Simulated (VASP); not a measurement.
Set up this calculation in VASP 6.6.1, as the native input.

```yaml
Task: relaxation of cell and atoms
Functional: PBE
Potentials_or_basis: VASP PAW PBE potentials, release 64 (Os, C)
Cutoff: 600 eV
k_mesh: 10 × 10 × 10
Occupations: gaussian, width 0.1 eV
Spin: no spin polarisation
Dipole_correction: no
Further_INCAR_settings: ALGO = Normal; EDIFF = 1e-06; IBRION = 2; EDIFFG = -0.01; NSW = 100; ISIF = 3
```

The structure of Os3C2 lies in POSCAR:

```
Os3C2
1.0
    4.0050052817      0.0000000000      0.0000000000
    0.0000000000      4.0050052817      0.0000000000
    0.0000000000      0.0000000000      4.0050052817
Os C
3 2
Direct
    0.5000000000      0.0000000000      0.0000000000
    0.0000000000      0.5000000000      0.0000000000
    0.0000000000      0.0000000000      0.5000000000
    0.5000000000      0.5000000000      0.5000000000
    0.0000000000      0.0000000000      0.0000000000
```

The cell was generated, and may not be a known phase.

The input as run:

INCAR

```
PREC = Accurate
ENCUT = 600
EDIFF = 1E-6
ISMEAR = 0
SIGMA = 0.1
LREAL = F
LASPH = T
NELM = 100
ALGO = Normal
ISIF = 3
LWAVE = F
LCHARG = F
GGA = PE
IBRION = 2
NSW = 100
EDIFFG = -0.01
```

KPOINTS

```
Automatic mesh
0
Gamma
  10 10 10
```

Potentials or basis: VASP PAW PBE potentials, release 64 (Os, C).

Run with:

```sh
$ cat potpaw_PBE.64/Os/POTCAR potpaw_PBE.64/C/POTCAR > POTCAR
$ mpirun -np 1 vasp_std > vasp.out
```

Results of the run:

| Quantity | Value |
| --- | --- |
| Relaxed volume | 12.90 Å³/atom |
| Relaxed cell | a = 4.011 Å, b = 4.011 Å, c = 4.011 Å, α = 90.00°, β = 90.00°, γ = 90.00° |
| Space group after relaxing (to 0.1 Å) | Pm-3m (No. 221) |
| Energy gained by relaxing | 0.2 meV/atom |
| Ionic steps | 3 |
| Pressure after relaxing | 0.0 GPa |
| Band gap on the k mesh | zero (bands 16 and 17 overlap by 0.94 eV) |

Caveat: spin-orbit coupling is left out, which moves the levels of the heavy elements.

Wall time 78 s on 1 thread of AMD EPYC 9R45 96-Core Processor (Zen 5), with other jobs on the host, peak memory 0.21 GiB.
